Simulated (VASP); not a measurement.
# I (Fmmm) in VASP: a series of runs, part 2 of 3

VASP 6.6.1. The steps go on from the part before.

## Step 3: Single point, PBE

File INCAR:

```
PREC = Accurate
ENCUT = 520
EDIFF = 1E-7
ISMEAR = 1
SIGMA = 0.099
LREAL = F
LASPH = T
NELM = 80
ALGO = Normal
ISIF = 2
LWAVE = F
LCHARG = T
GGA = PE
LELF = T
LVHAR = T
NBANDS = 10
```

File KPOINTS:

```
regular mesh
0
Gamma
  6 6 6
```

File POSCAR:

```
I
1.0
    0.0000000000      2.3656004428      3.9098401324
    2.1922454667      0.0000000000      3.9098401324
    2.1922454667      2.3656004428      0.0000000000
I
1
Direct
    0.0000000000      0.0000000000      0.0000000000
```

Potentials or basis: VASP PAW PBE potentials, release 64 (I).

Command:

```sh
cat potpaw_PBE.64/I/POTCAR > POTCAR
mpirun -np 1 vasp_std > vasp.out
```

OUTCAR:

```text
PREC = Accurate
   ENCUT = 520
   EDIFF = 1E-7
   ISMEAR = 1
   LREAL = F
   LASPH = T
   NELM = 80
   ISIF = 2
   GGA = PE

 ion  position               nearest neighbor table
   1  0.000  0.000  0.000-

  LATTYP: Found a face centered orthorhombic cell.
 ALAT       =     4.3844909334
 B/A-ratio  =     1.0790764441
 C/A-ratio  =     1.7834864717

  Lattice vectors:

 A1 = (   0.0000000000,   2.3656004428,   3.9098401324)
 A2 = (   2.1922454667,   0.0000000000,   3.9098401324)
 A3 = (   2.1922454667,   2.3656004428,   0.0000000000)

Analysis of symmetry for initial positions (statically):
=====================================================================
 Subroutine PRICEL returns:
 Original cell was already a primitive cell.

 Routine SETGRP: Setting up the symmetry group for a
 face centered orthorhombic supercell.

 Subroutine GETGRP returns: Found  8 space group operations
 (whereof  8 operations were pure point group operations)
 out of a pool of  8 trial point group operations.

The static configuration has the point symmetry D_2h.

Analysis of symmetry for dynamics (positions and initial velocities):
=====================================================================
 Subroutine PRICEL returns:
 Original cell was already a primitive cell.

 Routine SETGRP: Setting up the symmetry group for a
 face centered orthorhombic supercell.

 Subroutine GETGRP returns: Found  8 space group operations
 (whereof  8 operations were pure point group operations)
 out of a pool of  8 trial point group operations.

The dynamic configuration has the point symmetry D_2h.

 Subroutine INISYM returns: Found  8 space group operations
 (whereof  8 operations are pure point group operations),
 and found     1 'primitive' translations

----------------------------------------------------------------------------------------

                                     Primitive cell

  volume of cell :      40.5527

  direct lattice vectors                    reciprocal lattice vectors
     0.000000000  2.365600443  3.909840132    -0.228076649  0.211362828  0.127882467
     2.192245467  0.000000000  3.909840132     0.228076649 -0.211362828  0.127882467
     2.192245467  2.365600443  0.000000000     0.228076649  0.211362828 -0.127882467

  length of vectors
     4.569782852  4.482498193  3.225214046     0.336224818  0.336224818  0.336224818

  position of ions in fractional coordinates (direct lattice)
     0.000000000  0.000000000  0.000000000

  ion indices of the primitive-cell ions
   primitive index   ion index
                 1           1

----------------------------------------------------------------------------------------

 KPOINTS: regular mesh

Automatic generation of k-mesh.
 Grid dimensions read from file:
 generate k-points for:    6    6    6

 Generating k-lattice:

  Cartesian coordinates                     Fractional coordinates (reciprocal lattice)
    -0.038012775  0.035227138  0.021313744     0.166666667  0.000000000  0.000000000
     0.038012775 -0.035227138  0.021313744     0.000000000  0.166666667  0.000000000
     0.038012775  0.035227138 -0.021313744     0.000000000  0.000000000  0.166666667

  Length of vectors
     0.056037470  0.056037470  0.056037470

  Shift w.r.t. Gamma in fractional coordinates (k-lattice)
     0.000000000  0.000000000  0.000000000

 Subroutine IBZKPT returns following result:
 ===========================================

 Found     46 irreducible k-points:

 Following reciprocal coordinates:
            Coordinates               Weight
  0.000000  0.000000  0.000000      1.000000
  0.166667 -0.000000  0.000000      8.000000
  0.333333 -0.000000 -0.000000      8.000000
  0.500000 -0.000000 -0.000000      4.000000
  0.166667  0.166667  0.000000      2.000000
  0.333333  0.166667 -0.000000      8.000000
[... 16 lines left out ...]
 -0.166667  0.166667  0.166667      8.000000
  0.500000  0.333333  0.166667      4.000000
 [... further k-points ...]
   k-points           NKPTS =     46   k-points in BZ     NKDIM =     46   number of bands    NBANDS=     10
   number of dos      NEDOS =    301   number of ions     NIONS =      1
   total plane-waves  NPLWV =  31104
   dimension x,y,z NGX =    36 NGY =   36 NGZ =   24
   dimension x,y,z NGXF=    72 NGYF=   72 NGZF=   48
   ions per type =               1
   NGX,Y,Z   is equivalent  to a cutoff of  13.10, 13.35, 12.37 a.u.
   NGXF,Y,Z  is equivalent  to a cutoff of  26.19, 26.70, 24.74 a.u.
 SYSTEM =  unknown system
   PREC   = accura    normal or accurate (medium, high low for compatibility)
   ISTART =      0    job   : 0-new  1-cont  2-samecut
   ICHARG =      2    charge: 1-file 2-atom 10-const
   ISPIN  =      1    spin polarized calculation?
   LNONCOLLINEAR =      F non collinear calculations
   LSORBIT =      F    spin-orbit coupling
   LASPH  =      T    aspherical Exc in radial PAW
   ENCUT  =  520.0 eV  38.22 Ry    6.18 a.u.   8.50  8.33  6.00*2*pi/ulx,y,z
   NELM   =     80;   NELMIN=  2; NELMDL= -5     # of ELM steps
   EDIFF  = 0.1E-06   stopping-criterion for ELM
   LREAL  =      F    real-space projection
   EDIFFG = 0.1E-05   stopping-criterion for IOM
   NSW    =      0    number of steps for IOM
   IBRION =     -1    ionic relax: 0-MD 1-quasi-New 2-CG
   NFREE  =      0    steps in history (QN), initial steepest desc. (CG)
   ISIF   =      2    stress and relaxation
   ISYM   =      2    0-nonsym 1-usesym 2-fastsym
   POTIM  = 0.5000    time-step for ionic-motion
   TEBEG  =    0.0;   TEEND  =   0.0 temperature during run
   PSTRESS=    0.0 pullay stress
   NELECT =       7.0000    total number of electrons
   NUPDOWN=      -1.0000    fix difference up-down
   EMIN   =  10.00;   EMAX   =-10.00  energy-range for DOS
   EFERMI =   0.00;   METHOD = LEGACY
   ISMEAR =     1;   SIGMA  =   0.10  broadening in eV -4-tet -1-fermi 0-gaus
   EFERMI_NEDOS =   21; number of points for ismear=-14 and -15
   IALGO  =     38    algorithm
   IMIX   =      4    mixing-type and parameters
     AMIX     =   0.40;   BMIX     =  1.00
     AMIX_MAG =   1.60;   BMIX_MAG =  1.00
  volume/ion in A,a.u.               =      40.55       273.66
  Fermi-wavevector in a.u.,A,eV,Ry     =   0.911523  1.722529 11.304731  0.830874
  Thomas-Fermi vector in A             =   2.035812
   LORBIT       =      0    0 simple, 1 ext, 2 COOP (PROOUT), +10 PAW based schemes
   GGA     = PE    functional components
   LHFCALC =     F    Hartree Fock is set to
   AEXX    =    0.0000 exact exchange contribution
   IVDW    =     0    specifies the selected vdW correction
   LEPSILON=     F    determine dielectric tensor
   LRPA    =     F    only Hartree local field effects (RPA)
 non-spin polarized calculation
 Methfessel and Paxton  Order N= 1 SIGMA  =   0.10
  energy-cutoff  :      520.00
  volume of cell :       40.55
 maximum number of plane-waves:      1109
 NGX is ok and might be reduce to    36
   NGX = 17   NGY = 17   NGZ = 11

 number of electron       7.0000000 magnetization

 Free energy of the ion-electron system (eV)
  ---------------------------------------------------
  ext. energy  EPLUGINS =         0.00000000
  ---------------------------------------------------
  free energy    TOTEN  =        -1.33526760 eV

  energy without entropy =       -1.33467873  energy(sigma->0) =       -1.33507131

 E-fermi :   3.1859     XC(G=0):  -8.2637

 val. band max:        3.1837116376   @ k =   0.5000   0.1667   0.1667
 cond. band min:       3.2279229566   @ k =   0.3333   0.0000   0.1667
 fundamental gap:      0.0442113190
 Fermi energy:         3.1859224099

 k-point     1 :       0.0000    0.0000    0.0000
  band No.  band energies     occupation
      1     -10.3882      2.00000
      2       1.5501      2.00000
      3       4.2554     -0.00000
      4       4.5552     -0.00000
      5       8.0343      0.00000
      6      10.9715      0.00000
      7      11.6892      0.00000
      8      15.6041      0.00000
      9      15.9209      0.00000
     10      15.9308      0.00000
[... 287 lines left out ...]
 k-point    24 :       0.5000    0.3333    0.1667
  band No.  band energies     occupation
      1      -9.7012      2.00000
      2       0.3988      2.00000
      3       2.4427      2.00000
      4       2.6830      2.00000
      5      11.5558      0.00000
      6      13.0085      0.00000
      7      13.3601      0.00000
      8      14.8497      0.00000
      9      15.1425      0.00000
     10      16.3094      0.00000

 [... further k-points ...]

------------------------ aborting loop because EDIFF is reached ----------------------------------------

  FORCE on cell =-STRESS in cart. coord.  units (eV):
  Direction    XX          YY          ZZ          XY          YZ          ZX
  --------------------------------------------------------------------------------------
  -------------------------------------------------------------------------------------
  Total        0.1723709      0.0473669      0.2123653     -0.0000000      0.0000000      0.0000000
  in kB        6.8101233      1.8713966      8.3902416     -0.0000000      0.0000000      0.0000000
  external PRESSURE =       5.6905871 kB  Pullay stress =       0.0000000 kB

 VOLUME and BASIS-vectors are now :
 -----------------------------------------------------------------------------
  energy-cutoff  :      520.00
  volume of cell :       40.55
      direct lattice vectors                 reciprocal lattice vectors
     0.000000000  2.365600443  3.909840132    -0.228076649  0.211362828  0.127882467
     2.192245467  0.000000000  3.909840132     0.228076649 -0.211362828  0.127882467
     2.192245467  2.365600443  0.000000000     0.228076649  0.211362828 -0.127882467

 POSITION                                       TOTAL-FORCE (eV/Angst)
 -----------------------------------------------------------------------------------
      0.00000      0.00000      0.00000        -0.000000      0.000000      0.000000
 -----------------------------------------------------------------------------------
    total drift:                                0.000000      0.000000      0.000000

  FREE ENERGIE OF THE ION-ELECTRON SYSTEM (eV)
  ---------------------------------------------------
  free  energy   TOTEN  =        -1.3352676045 eV

  energy  without entropy=       -1.3346787343  energy(sigma->0) =       -1.33507131
```

stdout:

```text
POSCAR found type information on POSCAR I
 POSCAR found :  1 types and       1 ions
 scaLAPACK will be used
 LDA part: xc-table for (Slater+PW92), standard interpolation
 POSCAR, INCAR and KPOINTS ok, starting setup
 FFT: planning ... GRIDC
 FFT: planning ... GRID_SOFT
 FFT: planning ... GRID
 WAVECAR not read
 entering main loop
```

Run time: 9.5 s. Hardware: 1 thread of Intel Xeon 6975P-C (Granite Rapids), shared host; peak memory 0.18 GiB.

Results:

- Free energy: -1.3353 eV
- Pressure: 0.6 GPa

Caveat: spin-orbit coupling is left out, which moves the levels of the heavy elements; an odd number of electrons without spin polarisation forces a metal; a magnetic or distorted state may lie lower.

(Part 2 of 3 ends here.)
